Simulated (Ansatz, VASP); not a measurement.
**AgI in VASP and in Ansatz**

```
Ag I
1.0
     0.00000    3.28857    3.28857
     3.28857    0.00000    3.28857
     3.28857    3.28857    0.00000
Ag I
1 1
Direct
  0.00000 0.00000 0.00000
  0.25000 0.25000 0.25000
```

Alike in both runs: task single point; functional PBE; k mesh 6 × 6 × 6; no spin polarisation.

|  | VASP | Ansatz |
| --- | --- | --- |
| version | VASP 6.6.1 | Ansatz 0.2.0 |
| potentials or method | VASP PAW PBE potentials, release 64 (Ag, I) | plane waves, PAW |
| plane-wave cutoff (eV) | 500 | 420 |
| occupations | gaussian, width 0.01 eV | fixed |
| valence electrons in the cell | 18 | 36 |

|  | VASP | Ansatz | Ansatz less VASP |
| --- | --- | --- | --- |
| gap on the k mesh at the Fermi level (eV) | 1.34 | 1.34 | -0.003 |

VASP's potentials hold 18 valence electrons a cell and Ansatz's 36, so a difference there can come from the potentials and not from the codes.

Spin-orbit coupling is off throughout.
